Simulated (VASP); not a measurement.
Input of a VASP 6.6.1 run:

The input INCAR:

```
PREC     = Accurate       # precision mode
ENCUT    = 520            # plane-wave cutoff, eV
EDIFF    = 1E-6           # SCF threshold, eV
ISMEAR   = 0              # smearing method
SIGMA    = 0.1            # smearing width, eV
LREAL    = False          # projectors in reciprocal space
LASPH    = True           # aspherical terms in the spheres
NELM     = 60             # most SCF steps
ALGO     = Normal         # electronic algorithm
ISIF     = 2              # what is computed and relaxed
LWAVE    = False          # write WAVECAR
LCHARG   = False          # write CHGCAR
LDIPOL   = True         
IDIPOL   = 3            
DIPOL    = 0.5 0.5 0.500
GGA      = PS             # functional
NBANDS   = 48             # bands
```

The input KPOINTS:

```
Automatic mesh
0
Gamma
  14 14 1
```

The input POSCAR:

```
Au
1.0
    2.8200300622      0.0000000000      0.0000000000
   -1.4100150311      2.5170030989      0.0000000000
    0.0000000000      0.0000000000     29.4020326985
Au
7
Direct
    0.3361360490      0.6722720980      0.2550844044
    0.6638639510      0.3277279020      0.3367229363
    0.3361360490      0.6722720980      0.4183614681
    0.6638639510      0.3277279020      0.5000000000
    0.3361360490      0.6722720980      0.5816385319
    0.6638639510      0.3277279020      0.6632770637
    0.3361360490      0.6722720980      0.7449155956
```

Potentials or basis: VASP PAW PBE potentials, release 64 (Au).

Run with:

```bash
$ cat potpaw_PBE.64/Au/POTCAR > POTCAR
$ mpirun -np 1 vasp_std > vasp.out
```

Problem. Estimate the band gap on the k mesh.

Solution. Zero (an odd number of electrons rules out a gap without spin polarisation).

Problem. What does it give for the largest force?

Solution. 0.105 eV/Å.

Forces on the atoms (eV/Å):
```
Au   0.000 -0.001 -0.042
Au   0.000  0.002  0.105
Au   0.000 -0.002 -0.032
Au   0.000  0.003  0.000
Au   0.000 -0.002  0.032
Au   0.000  0.002 -0.105
Au   0.000 -0.001  0.042
```

Caveat: the PAW data sets were made with another functional, which shifts forces and pressure a little; spin-orbit coupling is left out, which moves the levels of the heavy elements.
